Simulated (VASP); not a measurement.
# MnF2 (P4_2/mnm) in VASP: further runs

MnF2 is run at these levels: PBEsol; tasks: single point.

All numbers are computed with VASP 6.6.1; they aren't measurements. Logs are shortened: lines on timing, memory, paths and dates and some standing lists are left out, and cuts for length are marked.

## (1) The cell of the first run

The structure is tetragonal, space group P4_2/mnm (No. 136). The conventional cell has a = 4.741 Å, b = 4.741 Å, c = 3.267 Å, α = 90.00°, β = 90.00°, γ = 90.00°. Mn (site symmetry mmm) has 6 F at 2.04 to 2.09 Å within 2.7 Å. F (site symmetry m2m) has 3 Mn at 2.04 to 2.09 Å and 1 F at 2.62 Å within 2.7 Å.

## (2) Single point, PBEsol, collinear spin, ferromagnetic start (12.24 Å³/atom)

Contents of INCAR:

```
SYSTEM = MnF2
ALGO = Normal
EDIFF = 1E-6
ENCUT = 520
GGA = PS
ISIF = 2
ISMEAR = 0
ISPIN = 2
LASPH = .True.
LCHARG = .False.
LMAXMIX = 4
LORBIT = 11
LREAL = .False.
LWAVE = .False.
MAGMOM = 4.59 4.59 0.11 0.11 0.11 0.11
NBANDS = 40
NELM = 150
PREC = Accurate
SIGMA = 0.02
```

Contents of KPOINTS:

```
k-points
0
Gamma
  6 6 8
  0 0 0
```

Contents of POSCAR:

```
MnF2
1.0
    4.7409252289      0.0000000000      0.0000000000
    0.0000000000      4.7409252289      0.0000000000
    0.0000000000      0.0000000000      3.2674932656
Mn F
2 4
Direct
    0.0000000000      0.0000000000      0.0000000000
    0.5000000000      0.5000000000      0.5000000000
    0.3046025257      0.3046025257      0.0000000000
    0.1953974743      0.8046025257      0.5000000000
    0.6953974743      0.6953974743      0.0000000000
    0.8046025257      0.1953974743      0.5000000000
```

Potentials or basis: VASP PAW PBE potentials, release 64 (Mn_pv, F).

On the command line:

```
$ cat potpaw_PBE.64/Mn_pv/POTCAR potpaw_PBE.64/F/POTCAR > POTCAR
$ mpirun -np 1 vasp_std > vasp.out
```

OUTCAR:

```text
SYSTEM = MnF2
   EDIFF = 1E-6
   ENCUT = 520
   GGA = PS
   ISIF = 2
   ISMEAR = 0
   ISPIN = 2
   LASPH = .True.
   LORBIT = 11
   LREAL = .False.
   NELM = 150
   PREC = Accurate

 ion  position               nearest neighbor table
   1  0.000  0.000  0.000-   3 2.04   5 2.04   4 2.09   6 2.09   4 2.09   6 2.09
   2  0.500  0.500  0.500-   4 2.04   6 2.04   5 2.09   3 2.09   3 2.09   5 2.09
   3  0.305  0.305  0.000-   1 2.04   2 2.09   2 2.09
   4  0.195  0.805  0.500-   2 2.04   1 2.09   1 2.09
   5  0.695  0.695  0.000-   1 2.04   2 2.09   2 2.09
   6  0.805  0.195  0.500-   2 2.04   1 2.09   1 2.09

  LATTYP: Found a simple tetragonal cell.
 ALAT       =     4.7409252289
 C/A-ratio  =     0.6892100398

  Lattice vectors:

 A1 = (   4.7409252289,   0.0000000000,   0.0000000000)
 A2 = (   0.0000000000,   4.7409252289,   0.0000000000)
 A3 = (   0.0000000000,   0.0000000000,   3.2674932656)

Analysis of symmetry for initial positions (statically):
=====================================================================
 Subroutine PRICEL returns:
 Original cell was already a primitive cell.

 Routine SETGRP: Setting up the symmetry group for a
 simple tetragonal supercell.

 Subroutine GETGRP returns: Found 16 space group operations
 (whereof  8 operations were pure point group operations)
 out of a pool of 16 trial point group operations.

The static configuration has the point symmetry D_2h.
 The point group associated with its full space group is D_4h.

Analysis of symmetry for dynamics (positions and initial velocities):
=====================================================================
 Subroutine PRICEL returns:
 Original cell was already a primitive cell.

 Routine SETGRP: Setting up the symmetry group for a
 simple tetragonal supercell.

 Subroutine GETGRP returns: Found 16 space group operations
 (whereof  8 operations were pure point group operations)
 out of a pool of 16 trial point group operations.

The dynamic configuration has the point symmetry D_2h.
 The point group associated with its full space group is D_4h.

Analysis of structural, dynamic, and magnetic symmetry:
=====================================================================
 Subroutine PRICEL returns:
 Original cell was already a primitive cell.

 Routine SETGRP: Setting up the symmetry group for a
 simple tetragonal supercell.

 Subroutine GETGRP returns: Found 16 space group operations
 (whereof  8 operations were pure point group operations)
 out of a pool of 16 trial point group operations.

The overall configuration has the point symmetry D_2h.
 The point group associated with its full space group is D_4h.

 Subroutine INISYM returns: Found 16 space group operations
 (whereof  8 operations are pure point group operations),
 and found     1 'primitive' translations

----------------------------------------------------------------------------------------

                                     Primitive cell

  volume of cell :      73.4414

  direct lattice vectors                    reciprocal lattice vectors
     4.740925229  0.000000000  0.000000000     0.210929292  0.000000000  0.000000000
     0.000000000  4.740925229  0.000000000     0.000000000  0.210929292  0.000000000
     0.000000000  0.000000000  3.267493266     0.000000000  0.000000000  0.306045007

  length of vectors
     4.740925229  4.740925229  3.267493266     0.210929292  0.210929292  0.306045007

  position of ions in fractional coordinates (direct lattice)
     0.000000000  0.000000000  0.000000000
     0.500000000  0.500000000  0.500000000
     0.304602526  0.304602526  0.000000000
     0.195397474  0.804602526  0.500000000
     0.695397474  0.695397474  0.000000000
     0.804602526  0.195397474  0.500000000

  ion indices of the primitive-cell ions
   primitive index   ion index
                 1           1
                 2           2
                 3           3
                 4           4
                 5           5
[... 32 lines left out ...]
  0.333333  0.000000  0.000000      4.000000
  0.500000  0.000000  0.000000      2.000000
  0.166667  0.166667  0.000000      4.000000
  0.333333  0.166667  0.000000      8.000000
[... 16 lines left out ...]
  0.333333  0.000000  0.250000      8.000000
  0.500000  0.000000  0.250000      4.000000
 [... further k-points ...]
   k-points           NKPTS =     50   k-points in BZ     NKDIM =     50   number of bands    NBANDS=     40
   number of dos      NEDOS =    301   number of ions     NIONS =      6
   total plane-waves  NPLWV =  31104
   dimension x,y,z NGX =    36 NGY =   36 NGZ =   24
   dimension x,y,z NGXF=    72 NGYF=   72 NGZF=   48
   ions per type =               2   4
   NGX,Y,Z   is equivalent  to a cutoff of  12.62, 12.62, 12.21 a.u.
   NGXF,Y,Z  is equivalent  to a cutoff of  25.25, 25.25, 24.42 a.u.
 SYSTEM =  MnF2
   PREC   = accura    normal or accurate (medium, high low for compatibility)
   ISTART =      0    job   : 0-new  1-cont  2-samecut
   ICHARG =      2    charge: 1-file 2-atom 10-const
   ISPIN  =      2    spin polarized calculation?
   LNONCOLLINEAR =      F non collinear calculations
   LSORBIT =      F    spin-orbit coupling
   LASPH  =      T    aspherical Exc in radial PAW
   ENCUT  =  520.0 eV  38.22 Ry    6.18 a.u.   8.81  8.81  6.08*2*pi/ulx,y,z
   NELM   =    150;   NELMIN=  2; NELMDL= -5     # of ELM steps
   EDIFF  = 0.1E-05   stopping-criterion for ELM
   LREAL  =      F    real-space projection
   EDIFFG = 0.1E-04   stopping-criterion for IOM
   NSW    =      0    number of steps for IOM
   IBRION =     -1    ionic relax: 0-MD 1-quasi-New 2-CG
   NFREE  =      0    steps in history (QN), initial steepest desc. (CG)
   ISIF   =      2    stress and relaxation
   ISYM   =      2    0-nonsym 1-usesym 2-fastsym
   POTIM  = 0.5000    time-step for ionic-motion
   TEBEG  =    0.0;   TEEND  =   0.0 temperature during run
   PSTRESS=    0.0 pullay stress
   NELECT =      54.0000    total number of electrons
   NUPDOWN=      -1.0000    fix difference up-down
   EMIN   =  10.00;   EMAX   =-10.00  energy-range for DOS
   EFERMI =   0.00;   METHOD = LEGACY
   ISMEAR =     0;   SIGMA  =   0.02  broadening in eV -4-tet -1-fermi 0-gaus
   EFERMI_NEDOS =   21; number of points for ismear=-14 and -15
   IALGO  =     38    algorithm
   IMIX   =      4    mixing-type and parameters
     AMIX     =   0.40;   BMIX     =  1.00
     AMIX_MAG =   1.60;   BMIX_MAG =  1.00
  volume/ion in A,a.u.               =      12.24        82.60
  Fermi-wavevector in a.u.,A,eV,Ry     =   1.477608  2.792273 29.705929  2.183324
  Thomas-Fermi vector in A             =   2.591991
   LORBIT       =     11    0 simple, 1 ext, 2 COOP (PROOUT), +10 PAW based schemes
   GGA     = PS    functional components
   LHFCALC =     F    Hartree Fock is set to
   AEXX    =    0.0000 exact exchange contribution
   IVDW    =     0    specifies the selected vdW correction
   LEPSILON=     F    determine dielectric tensor
   LRPA    =     F    only Hartree local field effects (RPA)
 spin polarized calculation
 Gauss-broadening in eV      SIGMA  =   0.02
  energy-cutoff  :      520.00
  volume of cell :       73.44
 maximum number of plane-waves:      2016
 NGX is ok and might be reduce to    36
   NGX = 17   NGY = 17   NGZ = 13

 number of electron      53.9999987 magnetization       9.9999911

 number of electron      53.9999987 magnetization      10.0000002

 Free energy of the ion-electron system (eV)
  ---------------------------------------------------
  ext. energy  EPLUGINS =         0.00000000
  ---------------------------------------------------
  free energy    TOTEN  =       -40.52880778 eV

  energy without entropy =      -40.52880778  energy(sigma->0) =      -40.52880778

 E-fermi :   4.5362     XC(G=0): -10.3778

 val. band max:        4.3308967530   @ k =   0.0000   0.0000   0.0000
 cond. band min:       5.0967822861   @ k =   0.0000   0.0000   0.0000
 fundamental gap:      0.7658855331
 Fermi energy:         4.5361717844

 spin component 1

 k-point     1 :       0.0000    0.0000    0.0000
  band No.  band energies     occupation
      1     -45.9684      1.00000
      2     -45.9684      1.00000
      3     -45.8949      1.00000
      4     -45.8929      1.00000
      5     -45.8929      1.00000
      6     -45.8919      1.00000
[... 997 lines left out ...]
     38      14.2663      0.00000
     39      14.9400      0.00000

 [... further k-points ...]

 spin component 2

 k-point     1 :       0.0000    0.0000    0.0000
  band No.  band energies     occupation
      1     -41.0887      1.00000
      2     -41.0887      1.00000
      3     -41.0005      1.00000
      4     -41.0005      1.00000
      5     -40.9963      1.00000
      6     -40.9921      1.00000
[... 997 lines left out ...]
     38      15.2868      0.00000
     39      15.8648      0.00000

 [... further k-points ...]

 [bands above 39 left out]

------------------------ aborting loop because EDIFF is reached ----------------------------------------

  FORCE on cell =-STRESS in cart. coord.  units (eV):
  Direction    XX          YY          ZZ          XY          YZ          ZX
  --------------------------------------------------------------------------------------
  -------------------------------------------------------------------------------------
  Total        3.1273946      3.1273946      3.1822402     -0.0000000      0.0000000      0.0000000
  in kB       68.2263834     68.2263834     69.4228793     -0.0000000      0.0000000      0.0000000
  external PRESSURE =      68.6252153 kB  Pullay stress =       0.0000000 kB

 VOLUME and BASIS-vectors are now :
 -----------------------------------------------------------------------------
  energy-cutoff  :      520.00
  volume of cell :       73.44
      direct lattice vectors                 reciprocal lattice vectors
     4.740925229  0.000000000  0.000000000     0.210929292  0.000000000  0.000000000
     0.000000000  4.740925229  0.000000000     0.000000000  0.210929292  0.000000000
     0.000000000  0.000000000  3.267493266     0.000000000  0.000000000  0.306045007

 POSITION                                       TOTAL-FORCE (eV/Angst)
 -----------------------------------------------------------------------------------
      0.00000      0.00000      0.00000         0.000000      0.000000      0.000000
      2.37046      2.37046      1.63375         0.000000      0.000000      0.000000
      1.44410      1.44410      0.00000         0.004273      0.004273     -0.000000
      0.92636      3.81456      1.63375        -0.004273      0.004273     -0.000000
      3.29683      3.29683      0.00000        -0.004273     -0.004273      0.000000
      3.81456      0.92636      1.63375         0.004273     -0.004273      0.000000
 -----------------------------------------------------------------------------------
    total drift:                                0.000000      0.000000      0.000000

  FREE ENERGIE OF THE ION-ELECTRON SYSTEM (eV)
  ---------------------------------------------------
  free  energy   TOTEN  =       -40.5288077790 eV

  energy  without entropy=      -40.5288077790  energy(sigma->0) =      -40.52880778

 total charge

# of ion       s       p       d       tot
------------------------------------------
    1        0.182   6.173   4.980  11.336
    2        0.182   6.173   4.980  11.336
    3        1.733   4.367   0.000   6.100
    4        1.733   4.367   0.000   6.100
    5        1.733   4.367   0.000   6.100
    6        1.733   4.367   0.000   6.100
--------------------------------------------------
tot          7.298  29.815   9.961  47.073

 magnetization (x)

# of ion       s       p       d       tot
------------------------------------------
    1        0.025   0.024   4.520   4.569
    2        0.025   0.024   4.520   4.569
    3        0.010   0.086   0.000   0.095
    4        0.010   0.086   0.000   0.095
    5        0.010   0.086   0.000   0.095
    6        0.010   0.086   0.000   0.095
--------------------------------------------------
tot          0.088   0.392   9.040   9.520
```

Wall time 5.3 min (1 thread of AMD EPYC 7R43 (Zen 3), shared host); peak memory 0.3 GiB.

What came out:

- Free energy: -40.5288 eV
- Pressure: 6.9 GPa
- Largest force: 0.006 eV/Å
- Band gap on the k mesh: 0.77 eV
- Net moment: 10.00 μB per cell
- Site moments: Mn +4.57; F +0.10 μB
- Valence electrons inside the program's atomic spheres: Mn 11.34; F 6.10

Forces in eV/Å, atoms in the order of the input:
```
Mn   0.000  0.000  0.000
Mn   0.000  0.000  0.000
F    0.004  0.004  0.000
F   -0.004  0.004  0.000
F   -0.004 -0.004  0.000
F    0.004 -0.004  0.000
```

Levels at points of the mesh, in eV from the valence-band top:
Spin up:
```csv
k point,band 29,band 30,band 31,band 32,band 33,band 34,band 35,band 36
"(0.00, 0.00, 0.00)",-1.76,-0.70,-0.70,0.00,0.77,6.04,6.04,7.95
"(0.50, 0.00, 0.00)",-0.89,-0.89,-0.86,-0.86,3.23,3.23,7.49,7.49
"(0.50, 0.50, 0.00)",-1.23,-1.23,-0.70,-0.70,4.96,4.96,5.17,5.17
"(0.00, 0.00, 0.50)",-1.45,-1.45,-1.10,-1.10,5.49,5.49,9.20,9.20
"(0.50, 0.00, 0.50)",-1.86,-1.86,-0.39,-0.39,6.49,6.49,6.87,6.87
"(0.50, 0.50, 0.50)",-1.48,-1.48,-0.91,-0.91,6.82,6.82,7.47,7.47
```
Spin down:
```tsv
k point	band 18	band 19	band 20	band 21	band 22	band 23	band 24	band 25	band 26	band 27
(0.00, 0.00, 0.00)	-6.62	-5.68	-5.27	-5.27	-4.97	1.26	1.34	1.80	1.86	1.86
(0.50, 0.00, 0.00)	-6.43	-6.13	-6.13	-5.33	-5.33	1.54	1.54	2.01	2.01	2.05
(0.50, 0.50, 0.00)	-6.17	-5.76	-5.76	-5.69	-5.69	1.41	1.41	1.88	1.88	2.07
(0.00, 0.00, 0.50)	-6.37	-6.03	-6.03	-5.73	-5.73	1.83	1.83	1.92	1.92	1.93
(0.50, 0.00, 0.50)	-6.66	-5.80	-5.80	-5.52	-5.52	1.48	1.48	1.95	1.95	2.19
(0.50, 0.50, 0.50)	-6.34	-5.51	-5.51	-5.38	-5.38	1.78	1.78	1.90	1.90	2.01
```

Caveat: the cell stands under pressure; the PAW data sets were made with another functional, which shifts forces and pressure a little; the run started ferromagnetic, and an antiferromagnetic order may lie lower in energy. A k mesh can miss the band edges.

## (3) Single point, PBEsol, collinear spin, ferromagnetic start (11.46 Å³/atom)

This run uses another cell than the first one, of 11.46 Å³/atom.

Contents of INCAR:

```
PREC = Accurate ; ENCUT = 520
EDIFF = 1E-6 ; ISMEAR = 0
SIGMA = 0.02 ; LREAL = F
LASPH = T ; NELM = 150
ALGO = Normal ; ISIF = 2
LWAVE = F ; LCHARG = F
ISPIN = 2 ; MAGMOM = 4.59 4.59 0.11 0.11 0.11 0.11
LORBIT = 11 ; LMAXMIX = 4
GGA = PS ; NBANDS = 40
```

Contents of KPOINTS:

```
Automatic mesh
0
Gamma
  6 6 8
```

Contents of POSCAR:

```
MnF2
1.0
    4.6025480426      0.0000000000      0.0000000000
    0.0000000000      4.6025480426      0.0000000000
    0.0000000000      0.0000000000      3.2456304607
Mn F
2 4
Direct
    0.0000000000      0.0000000000      0.0000000000
    0.5000000000      0.5000000000      0.5000000000
    0.3054037514      0.3054037514      0.0000000000
    0.1945962486      0.8054037514      0.5000000000
    0.6945962486      0.6945962486      0.0000000000
    0.8054037514      0.1945962486      0.5000000000
```

Potentials or basis: VASP PAW PBE potentials, release 64 (Mn_pv, F).

On the command line:

```
$ cat potpaw_PBE.64/Mn_pv/POTCAR potpaw_PBE.64/F/POTCAR > POTCAR
$ mpirun -np 1 vasp_std > vasp.out
```

Wall time 80 s (1 thread of Intel Xeon 6975P-C (Granite Rapids), shared host); peak memory 0.32 GiB.

Results (log left out):

* Free energy: -40.1861 eV
* Pressure: 16.3 GPa
* Largest force: 0.016 eV/Å
* Band gap on the k mesh: 0.64 eV
* Net moment: 10.00 μB per cell
* Site moments: Mn +4.55; F +0.10 μB
* Valence electrons inside the program's atomic spheres: Mn 11.41; F 6.12

Forces in eV/Å, atoms in the order of the input:
```
Mn   0.000  0.000  0.000
Mn   0.000  0.000  0.000
F    0.011  0.011  0.000
F   -0.011  0.011  0.000
F   -0.011 -0.011  0.000
F    0.011 -0.011  0.000
```

Stress tensor (GPa, compression positive):
```
16.30  0.00  0.00
 0.00 16.30  0.00
 0.00  0.00 16.43
```

Levels at points of the mesh, in eV from the valence-band top:
Spin up:
```csv
k point,band 28,band 29,band 30,band 31,band 32,band 33,band 34,band 35,band 36,band 37
"(0.00, 0.00, 0.00)",-2.05,-1.95,-0.81,-0.81,0.00,0.64,5.83,5.83,8.18,9.22
"(0.50, 0.00, 0.00)",-2.45,-0.99,-0.99,-0.94,-0.94,3.19,3.19,7.38,7.38,9.99
"(0.50, 0.50, 0.00)",-2.39,-1.29,-1.29,-0.81,-0.81,4.99,4.99,5.14,5.14,11.53
"(0.00, 0.00, 0.50)",-2.31,-1.66,-1.66,-1.16,-1.16,5.39,5.39,8.98,8.98,10.14
"(0.50, 0.00, 0.50)",-2.23,-2.04,-2.04,-0.45,-0.45,6.33,6.33,6.93,6.93,10.75
"(0.50, 0.50, 0.50)",-2.46,-1.70,-1.70,-0.96,-0.96,7.09,7.09,7.19,7.19,8.16
```
Spin down:
```csv
k point,band 18,band 19,band 20,band 21,band 22,band 23,band 24,band 25,band 26,band 27
"(0.00, 0.00, 0.00)",-7.22,-6.27,-5.82,-5.82,-5.54,0.87,1.03,1.50,1.54,1.54
"(0.50, 0.00, 0.00)",-7.10,-6.79,-6.79,-5.93,-5.93,1.25,1.25,1.72,1.72,1.79
"(0.50, 0.50, 0.00)",-6.83,-6.32,-6.32,-6.30,-6.30,1.11,1.11,1.57,1.57,1.81
"(0.00, 0.00, 0.50)",-6.91,-6.74,-6.74,-6.34,-6.34,1.55,1.55,1.55,1.55,1.69
"(0.50, 0.00, 0.50)",-7.31,-6.44,-6.44,-6.12,-6.12,1.14,1.14,1.63,1.63,1.97
"(0.50, 0.50, 0.50)",-6.87,-6.11,-6.11,-5.95,-5.95,1.48,1.48,1.66,1.66,1.67
```

Caveat: the cell stands under pressure; the PAW data sets were made with another functional, which shifts forces and pressure a little; the run started ferromagnetic, and an antiferromagnetic order may lie lower in energy. A k mesh can miss the band edges.

[end of part 1 of 2]
